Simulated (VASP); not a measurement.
# PtC18 in VASP: notebook

Runs on PtC18. Level: PBEsol. Tasks: single point.

All numbers are computed with VASP 6.6.1; they aren't measurements. Logs are shortened: lines on timing, memory, paths and dates and some standing lists are left out, and cuts for length are marked.

### 1 The cell of the first run

The cell holds a slab with vacuum, 19 atoms: a = 7.398 Å, b = 7.398 Å, c = 12.000 Å, α = 90.00°, β = 90.00°, γ = 120.00°.

### 2 Single point, PBEsol

Input file INCAR:

```
  PREC = Accurate
  ENCUT = 520
  EDIFF = 1E-7
  ISMEAR = 0
  SIGMA = 0.02
  LREAL = Auto
  LASPH = True
  NELM = 100
  ALGO = Normal
  ISIF = 2
  LWAVE = False
  LCHARG = True
  GGA = PS
  LELF = True
  LVHAR = True
  NBANDS = 56
```

Input file KPOINTS:

```
Automatic mesh
0
Gamma
  2 2 1
```

Input file POSCAR:

```
PtC18
1.0
    7.3980000000      0.0000000000      0.0000000000
   -3.6990000000      6.4068560000      0.0000000000
    0.0000000000      0.0000000000     12.0000000000
C Pt
18 1
Direct
    0.0030276688     -0.0025007586      0.0804728333
    0.2248311901      0.1093698688      0.0829391667
    0.0054011821      0.3287180171      0.0815800833
    0.2255720696      0.4424880160      0.0792580000
    0.0040485533      0.6670760198      0.0928180000
    0.2263398571      0.7770914470      0.0857094167
    0.3363879391     -0.0022863008      0.0847967500
    0.5571431359      0.1079104946      0.0863226667
    0.3366259988      0.3311216921      0.0808125000
    0.5572634339      0.4434933453      0.0828344167
    0.3361274995      0.6647313440      0.0806165833
    0.5578552648      0.7763417814      0.0781657500
    0.6694158671     -0.0020066004      0.0809972500
    0.8917016465      0.1086184862      0.0793281667
    0.6670775946      0.3301176115      0.0931966667
    0.8931583133      0.4409676134      0.0916632500
    0.6693211305      0.6648231207      0.0784317500
    0.8906848810      0.7769461340      0.0824400000
    0.8638610504      0.4726155856      0.2551161667
```

Potentials or basis: VASP PAW PBE potentials, release 64 (C, Pt).

Command:

```
$ cat potpaw_PBE.64/C/POTCAR potpaw_PBE.64/Pt/POTCAR > POTCAR
$ mpirun -np 1 vasp_std > vasp.out
```

OUTCAR:

```text
PREC = Accurate
   ENCUT = 520
   EDIFF = 1E-7
   ISMEAR = 0
   LREAL = Auto
   LASPH = True
   NELM = 100
   ISIF = 2
   GGA = PS

 ion  position               nearest neighbor table
   1  0.003  0.997  0.080-  18 1.41   2 1.42  14 1.43
   2  0.225  0.109  0.083-   9 1.42   1 1.42   7 1.43
   3  0.005  0.329  0.082-  14 1.41   4 1.41  16 1.44  19 2.77
   4  0.226  0.442  0.079-   3 1.41  11 1.42   9 1.43
   5  0.004  0.667  0.093-   6 1.43  18 1.44  16 1.45  19 2.33
   6  0.226  0.777  0.086-   7 1.41  11 1.42   5 1.43
   7  0.336  0.998  0.085-   6 1.41   8 1.41   2 1.43
   8  0.557  0.108  0.086-   7 1.41  13 1.42  15 1.43
   9  0.337  0.331  0.081-  10 1.41   2 1.42   4 1.43
  10  0.557  0.443  0.083-   9 1.41  17 1.42  15 1.44
  11  0.336  0.665  0.081-  12 1.42   4 1.42   6 1.42
  12  0.558  0.776  0.078-  13 1.42  11 1.42  17 1.43
  13  0.669  0.998  0.081-  12 1.42  14 1.42   8 1.42
  14  0.892  0.109  0.079-   3 1.41  13 1.42   1 1.43
  15  0.667  0.330  0.093-   8 1.43  10 1.44  16 1.45  19 2.34
  16  0.893  0.441  0.092-   3 1.44  15 1.45   5 1.45  19 2.00
  17  0.669  0.665  0.078-  10 1.42  18 1.42  12 1.43
  18  0.891  0.777  0.082-   1 1.41  17 1.42   5 1.44
  19  0.864  0.473  0.255-  16 2.00   5 2.33  15 2.34   3 2.77

  LATTYP: Found a hexagonal cell.
 ALAT       =     7.3980000000
 C/A-ratio  =     1.6220600162

  Lattice vectors:

 A1 = (   7.3980000000,   0.0000000000,   0.0000000000)
 A2 = (  -3.6990000000,   6.4068560000,   0.0000000000)
 A3 = (   0.0000000000,   0.0000000000,  12.0000000000)

Analysis of symmetry for initial positions (statically):
=====================================================================
 Subroutine PRICEL returns:
 Original cell was already a primitive cell.

 Routine SETGRP: Setting up the symmetry group for a
 hexagonal supercell.

 Subroutine GETGRP returns: Found  1 space group operations
 (whereof  1 operations were pure point group operations)
 out of a pool of 24 trial point group operations.

The static configuration has the point symmetry C_1 .

Analysis of symmetry for dynamics (positions and initial velocities):
=====================================================================
 Subroutine PRICEL returns:
 Original cell was already a primitive cell.

 Routine SETGRP: Setting up the symmetry group for a
 hexagonal supercell.

 Subroutine GETGRP returns: Found  1 space group operations
 (whereof  1 operations were pure point group operations)
 out of a pool of 24 trial point group operations.

The dynamic configuration has the point symmetry C_1 .

 Subroutine INISYM returns: Found  1 space group operations
 (whereof  1 operations are pure point group operations),
 and found     1 'primitive' translations

----------------------------------------------------------------------------------------

                                     Primitive cell

  volume of cell :     568.7750

  direct lattice vectors                    reciprocal lattice vectors
     7.398000000  0.000000000  0.000000000     0.135171668  0.078041398  0.000000000
    -3.699000000  6.406856000  0.000000000     0.000000000  0.156082796  0.000000000
     0.000000000  0.000000000 12.000000000     0.000000000  0.000000000  0.083333333

  length of vectors
     7.398000000  7.398000054 12.000000000     0.156082797  0.156082796  0.083333333

  position of ions in fractional coordinates (direct lattice)
     0.003027669  0.997499241  0.080472833
     0.224831190  0.109369869  0.082939167
     0.005401182  0.328718017  0.081580083
     0.225572070  0.442488016  0.079258000
     0.004048553  0.667076020  0.092818000
     0.226339857  0.777091447  0.085709417
[... 11 lines left out ...]
     0.890684881  0.776946134  0.082440000
     0.863861050  0.472615586  0.255116167

  ion indices of the primitive-cell ions
   primitive index   ion index
                 1           1
                 2           2
                 3           3
                 4           4
                 5           5
                 6           6
[... 11 lines left out ...]
                18          18
                19          19

----------------------------------------------------------------------------------------

 KPOINTS: Automatic mesh

Automatic generation of k-mesh.
 Grid dimensions read from file:
 generate k-points for:    2    2    1

 Generating k-lattice:

  Cartesian coordinates                     Fractional coordinates (reciprocal lattice)
     0.067585834  0.039020699  0.000000000     0.500000000  0.000000000  0.000000000
     0.000000000  0.078041398  0.000000000     0.000000000  0.500000000  0.000000000
     0.000000000  0.000000000  0.083333333     0.000000000  0.000000000  1.000000000

  Length of vectors
     0.078041399  0.078041398  0.083333333

  Shift w.r.t. Gamma in fractional coordinates (k-lattice)
     0.000000000  0.000000000  0.000000000

 Subroutine IBZKPT returns following result:
 ===========================================

 Found      4 irreducible k-points:

 Following reciprocal coordinates:
            Coordinates               Weight
  0.000000  0.000000  0.000000      1.000000
  0.500000  0.000000  0.000000      1.000000
  0.000000  0.500000  0.000000      1.000000
  0.500000  0.500000  0.000000      1.000000
   k-points           NKPTS =      4   k-points in BZ     NKDIM =      4   number of bands    NBANDS=     56
   number of dos      NEDOS =    301   number of ions     NIONS =     19
   total plane-waves  NPLWV = 282240
   dimension x,y,z NGX =    56 NGY =   56 NGZ =   90
   dimension x,y,z NGXF=   112 NGYF=  112 NGZF=  180
   ions per type =              18   1
   NGX,Y,Z   is equivalent  to a cutoff of  12.58, 12.58, 12.47 a.u.
   NGXF,Y,Z  is equivalent  to a cutoff of  25.17, 25.17, 24.94 a.u.
 SYSTEM =  unknown system
   PREC   = accura    normal or accurate (medium, high low for compatibility)
   ISTART =      0    job   : 0-new  1-cont  2-samecut
   ICHARG =      2    charge: 1-file 2-atom 10-const
   ISPIN  =      1    spin polarized calculation?
   LNONCOLLINEAR =      F non collinear calculations
   LSORBIT =      F    spin-orbit coupling
   LASPH  =      T    aspherical Exc in radial PAW
   ENCUT  =  520.0 eV  38.22 Ry    6.18 a.u.  13.76 13.76 22.31*2*pi/ulx,y,z
   NELM   =    100;   NELMIN=  2; NELMDL= -5     # of ELM steps
   EDIFF  = 0.1E-06   stopping-criterion for ELM
   LREAL  =      T    real-space projection
   EDIFFG = 0.1E-05   stopping-criterion for IOM
   NSW    =      0    number of steps for IOM
   IBRION =     -1    ionic relax: 0-MD 1-quasi-New 2-CG
   NFREE  =      0    steps in history (QN), initial steepest desc. (CG)
   ISIF   =      2    stress and relaxation
   ISYM   =      2    0-nonsym 1-usesym 2-fastsym
   POTIM  = 0.5000    time-step for ionic-motion
   TEBEG  =    0.0;   TEEND  =   0.0 temperature during run
   PSTRESS=    0.0 pullay stress
   NELECT =      82.0000    total number of electrons
   NUPDOWN=      -1.0000    fix difference up-down
   EMIN   =  10.00;   EMAX   =-10.00  energy-range for DOS
   EFERMI =   0.00;   METHOD = LEGACY
   ISMEAR =     0;   SIGMA  =   0.02  broadening in eV -4-tet -1-fermi 0-gaus
   EFERMI_NEDOS =   21; number of points for ismear=-14 and -15
   IALGO  =     38    algorithm
   IMIX   =      4    mixing-type and parameters
     AMIX     =   0.40;   BMIX     =  1.00
     AMIX_MAG =   1.60;   BMIX_MAG =  1.00
  volume/ion in A,a.u.               =      29.94       202.01
  Fermi-wavevector in a.u.,A,eV,Ry     =   0.858419  1.622176 10.025902  0.736883
  Thomas-Fermi vector in A             =   1.975621
   LORBIT       =      0    0 simple, 1 ext, 2 COOP (PROOUT), +10 PAW based schemes
   GGA     = PS    functional components
   LHFCALC =     F    Hartree Fock is set to
   AEXX    =    0.0000 exact exchange contribution
   IVDW    =     0    specifies the selected vdW correction
   LEPSILON=     F    determine dielectric tensor
   LRPA    =     F    only Hartree local field effects (RPA)
 non-spin polarized calculation
 Gauss-broadening in eV      SIGMA  =   0.02
  energy-cutoff  :      520.00
  volume of cell :      568.78
 maximum number of plane-waves:     15363
 NGX is ok and might be reduce to    56
   NGX = 27   NGY = 27   NGZ = 45

 number of electron      81.9999999 magnetization

 Free energy of the ion-electron system (eV)
  ---------------------------------------------------
  ext. energy  EPLUGINS =         0.00000000
  ---------------------------------------------------
  free energy    TOTEN  =      -175.85897729 eV

  energy without entropy =     -175.85897729  energy(sigma->0) =     -175.85897729

 E-fermi :  -1.1901     XC(G=0):  -4.1764

 val. band max:       -1.2989900333   @ k =   0.0000   0.0000   0.0000
 cond. band min:      -1.0923568477   @ k =   0.0000   0.0000   0.0000
 fundamental gap:      0.2066331856
 Fermi energy:        -1.1901336040

 k-point     1 :       0.0000    0.0000    0.0000
  band No.  band energies     occupation
      1     -20.9664      2.00000
      2     -18.6896      2.00000
      3     -18.3747      2.00000
      4     -18.3477      2.00000
      5     -18.2771      2.00000
      6     -18.2510      2.00000
[... 45 lines left out ...]
     52       3.6387      0.00000
     53       3.9041      0.00000

 k-point     2 :       0.5000    0.0000    0.0000
  band No.  band energies     occupation
      1     -20.4111      2.00000
      2     -20.2133      2.00000
      3     -19.0502      2.00000
      4     -18.9495      2.00000
      5     -16.6555      2.00000
      6     -16.5176      2.00000
[... 45 lines left out ...]
     52       3.9410      0.00000
     53       4.3321      0.00000

 k-point     3 :       0.0000    0.5000    0.0000
  band No.  band energies     occupation
      1     -20.4110      2.00000
      2     -20.2136      2.00000
      3     -19.0497      2.00000
      4     -18.9498      2.00000
      5     -16.6547      2.00000
      6     -16.5181      2.00000
[... 45 lines left out ...]
     52       3.9419      0.00000
     53       4.3322      0.00000

 k-point     4 :       0.5000    0.5000    0.0000
  band No.  band energies     occupation
      1     -20.4175      2.00000
      2     -20.2047      2.00000
      3     -19.0492      2.00000
      4     -18.9518      2.00000
      5     -16.6840      2.00000
      6     -16.5095      2.00000
[... 45 lines left out ...]
     52       3.9198      0.00000
     53       4.3228      0.00000
 [bands above 53 left out]

------------------------ aborting loop because EDIFF is reached ----------------------------------------

  FORCE on cell =-STRESS in cart. coord.  units (eV):
  Direction    XX          YY          ZZ          XY          YZ          ZX
  --------------------------------------------------------------------------------------
  -------------------------------------------------------------------------------------
  Total        2.2872867     -0.0046254      0.0994703     -1.8872736      0.0553821     -0.0683613
  in kB        6.4430374     -0.0130292      0.2801969     -5.3162440      0.1560052     -0.1925664
  external PRESSURE =       2.2367350 kB  Pullay stress =       0.0000000 kB

 VOLUME and BASIS-vectors are now :
 -----------------------------------------------------------------------------
  energy-cutoff  :      520.00
  volume of cell :      568.78
      direct lattice vectors                 reciprocal lattice vectors
     7.398000000  0.000000000  0.000000000     0.135171668  0.078041398  0.000000000
    -3.699000000  6.406856000  0.000000000     0.000000000  0.156082796  0.000000000
     0.000000000  0.000000000 12.000000000     0.000000000  0.000000000  0.083333333

 POSITION                                       TOTAL-FORCE (eV/Angst)
 -----------------------------------------------------------------------------------
     -3.66735      6.39083      0.96567         0.005777      0.006930      0.007027
      1.25874      0.70072      0.99527         0.005924     -0.020583      0.011526
     -1.17597      2.10605      0.97896        -0.017436      0.002489     -0.008628
      0.03202      2.83496      0.95110         0.012295      0.009570     -0.016164
     -2.43756      4.27386      1.11382        -0.008796      0.007521     -0.002927
     -1.20000      4.97871      1.02851        -0.010965     -0.005298      0.023291
[... 11 lines left out ...]
      3.71536      4.97778      0.98928         0.015158      0.003723      0.000266
      4.64264      3.02798      3.06139        -0.032313      0.028870      0.106441
 -----------------------------------------------------------------------------------
    total drift:                                0.009236     -0.004029      0.021116

  FREE ENERGIE OF THE ION-ELECTRON SYSTEM (eV)
  ---------------------------------------------------
  free  energy   TOTEN  =      -175.8589772890 eV

  energy  without entropy=     -175.8589772890  energy(sigma->0) =     -175.85897729
```

Run time: 3.3 min. Hardware: 1 thread of Intel Xeon 6975P-C (Granite Rapids), shared host; peak memory 0.59 GiB.

Results:

```
Free energy            : -175.8590 eV
Largest force          : 0.115 eV/Å
Band gap on the k mesh : 0.21 eV, direct
```

Forces in eV/Å, atoms in the order of the input:
```
C    0.006  0.007  0.007
C    0.006 -0.021  0.012
C   -0.017  0.002 -0.009
C    0.012  0.010 -0.016
C   -0.009  0.008 -0.003
C   -0.011 -0.005  0.023
C    0.003  0.018  0.015
C    0.000 -0.015 -0.018
C    0.007  0.010 -0.013
C   -0.018  0.007 -0.012
C    0.023 -0.013  0.012
C   -0.002 -0.012  0.008
C    0.001  0.019 -0.006
C   -0.007 -0.009 -0.009
C    0.001 -0.008 -0.011
C    0.028 -0.021 -0.089
C   -0.005 -0.010  0.002
C    0.015  0.004  0.000
Pt  -0.032  0.029  0.106
```

Caveat: the k points lie up to 0.49 Å⁻¹ apart; the PAW data sets were made with another functional, which shifts forces and pressure a little; spin-orbit coupling is left out, which moves the levels of the heavy elements.

### 3 Single point, PBEsol

Input file INCAR:

```
PREC     = Accurate       # precision mode
ENCUT    = 520            # plane-wave cutoff, eV
EDIFF    = 1E-6           # SCF threshold, eV
ISMEAR   = 0              # smearing method
SIGMA    = 0.02           # smearing width, eV
LREAL    = Auto         
LASPH    = T              # aspherical terms in the spheres
NELM     = 60             # most SCF steps
ALGO     = Normal         # electronic algorithm
ISIF     = 2              # what is computed and relaxed
LWAVE    = F              # write WAVECAR
LCHARG   = T              # write CHGCAR
GGA      = PS             # functional
LELF     = T              # ELF
LVHAR    = T            
NBANDS   = 56             # bands
```

Input file KPOINTS:

```
regular mesh
0
Gamma
  2 2 1
```

Input file POSCAR:

```
PtC18
1.0
    7.3980000000      0.0000000000      0.0000000000
   -3.6990000000      6.4068560000      0.0000000000
    0.0000000000      0.0000000000     12.0000000000
C Pt
18 1
Direct
    0.0029200769     -0.0013777428      0.0793377500
    0.2251459990      0.1091992703      0.0810115833
    0.0039346838      0.3302916438      0.0823947500
    0.2252266280      0.4423334940      0.0784315833
    0.0012981810      0.6660978489      0.0916742500
    0.2274288371      0.7769668930      0.0934689167
    0.3374980425     -0.0006678783      0.0864440000
    0.5581258320      0.1094087334      0.0847880833
    0.3367514414      0.3308775786      0.0781625833
    0.5584542084      0.4424407229      0.0805963333
    0.3373643692      0.6637392818      0.0828777500
    0.5579109580      0.7760673878      0.0808133333
    0.6697634033     -0.0021628393      0.0829360000
    0.8915501826      0.1096475401      0.0804710833
    0.6682917955      0.3301613147      0.0855735833
    0.8904255426      0.4400403256      0.0925428333
    0.6690588634      0.6647449233      0.0792571667
    0.8891142375      0.7784058203      0.0815910833
    1.0322473229      0.6360885901      0.2551267500
```

Potentials or basis: VASP PAW PBE potentials, release 64 (C, Pt).

Command:

```
$ cat potpaw_PBE.64/C/POTCAR potpaw_PBE.64/Pt/POTCAR > POTCAR
$ mpirun -np 1 vasp_std > vasp.out
```

OUTCAR:

```text
PREC = Accurate
   ENCUT = 520
   EDIFF = 1E-6
   ISMEAR = 0
   LREAL = Auto
   LASPH = T
   NELM = 60
   ISIF = 2
   GGA = PS

 ion  position               nearest neighbor table
   1  0.003  0.999  0.079-  18 1.41   2 1.42  14 1.42
   2  0.225  0.109  0.081-   9 1.42   1 1.42   7 1.43
   3  0.004  0.330  0.082-  14 1.41   4 1.42  16 1.44
   4  0.225  0.442  0.078-   3 1.42  11 1.42   9 1.43
   5  0.001  0.666  0.092-  18 1.44  16 1.45   6 1.45  19 2.00
[... 451 lines left out ...]
  Total        2.1427715      0.1390732      0.0991650     -1.9739892      0.0039274      0.0984289
  in kB        6.0359538      0.3917540      0.2793371     -5.5605125      0.0110631      0.2772635
  external PRESSURE =       2.2356816 kB  Pullay stress =       0.0000000 kB

 VOLUME and BASIS-vectors are now :
 -----------------------------------------------------------------------------
  energy-cutoff  :      520.00
  volume of cell :      568.78
      direct lattice vectors                 reciprocal lattice vectors
     7.398000000  0.000000000  0.000000000     0.135171668  0.078041398  0.000000000
    -3.699000000  6.406856000  0.000000000     0.000000000  0.156082796  0.000000000
     0.000000000  0.000000000 12.000000000     0.000000000  0.000000000  0.083333333

 POSITION                                       TOTAL-FORCE (eV/Angst)
 -----------------------------------------------------------------------------------
     -3.67230      6.39803      0.95205         0.008557      0.006852     -0.009811
      1.26170      0.69962      0.97214        -0.007993     -0.020528     -0.003828
     -1.19264      2.11613      0.98874        -0.013676     -0.005208     -0.002514
      0.03003      2.83397      0.94118         0.003324      0.003538      0.003145
     -2.45429      4.26759      1.10009        -0.028115      0.015143     -0.087133
     -1.19148      4.97792      1.12163         0.002407      0.011518     -0.003308
[... 11 lines left out ...]
      3.69834      4.98713      0.97909         0.017619     -0.004940     -0.013881
     -2.11433      4.07533      3.06152         0.049038     -0.000357      0.106884
 -----------------------------------------------------------------------------------
    total drift:                               -0.004171      0.003639      0.006330

  FREE ENERGIE OF THE ION-ELECTRON SYSTEM (eV)
  ---------------------------------------------------
  free  energy   TOTEN  =      -175.8590620998 eV

  energy  without entropy=     -175.8590620998  energy(sigma->0) =     -175.85906210
```

Wall time 3.4 min (1 thread of Intel Xeon 6975P-C (Granite Rapids), shared host); peak memory 0.58 GiB.

What came out:

```
Free energy            : -175.8591 eV
Largest force          : 0.118 eV/Å
Band gap on the k mesh : 0.21 eV, direct
```

Forces in eV/Å, atoms in the order of the input:
```
C    0.009  0.007 -0.010
C   -0.008 -0.021 -0.004
C   -0.014 -0.005 -0.003
C    0.003  0.004  0.003
C   -0.028  0.015 -0.087
C    0.002  0.012 -0.003
C   -0.004  0.013 -0.016
C   -0.004 -0.024  0.012
C   -0.001  0.013  0.005
C   -0.024  0.010  0.010
C    0.017 -0.004 -0.008
C   -0.004 -0.015 -0.011
C   -0.005  0.018  0.015
C   -0.009 -0.005  0.009
C    0.009  0.007  0.018
C    0.003 -0.009 -0.008
C   -0.011 -0.010 -0.016
C    0.018 -0.005 -0.014
Pt   0.049  0.000  0.107
```

Levels at points of the mesh, in eV from the valence-band top:
```csv
k point,band 38,band 39,band 40,band 41,band 42,band 43,band 44,band 45
"(0.00, 0.00, 0.00)",-1.46,-1.43,-0.31,0.00,0.21,0.34,0.80,3.63
"(0.50, 0.00, 0.00)",-1.58,-1.49,-1.13,-0.92,0.31,1.65,2.37,2.43
"(0.00, 0.50, 0.00)",-1.58,-1.49,-1.13,-0.92,0.31,1.65,2.37,2.43
"(0.50, 0.50, 0.00)",-1.58,-1.44,-1.07,-1.01,0.39,1.66,2.39,2.47
```

Caveat: the k points lie up to 0.49 Å⁻¹ apart; the PAW data sets were made with another functional, which shifts forces and pressure a little; spin-orbit coupling is left out, which moves the levels of the heavy elements.
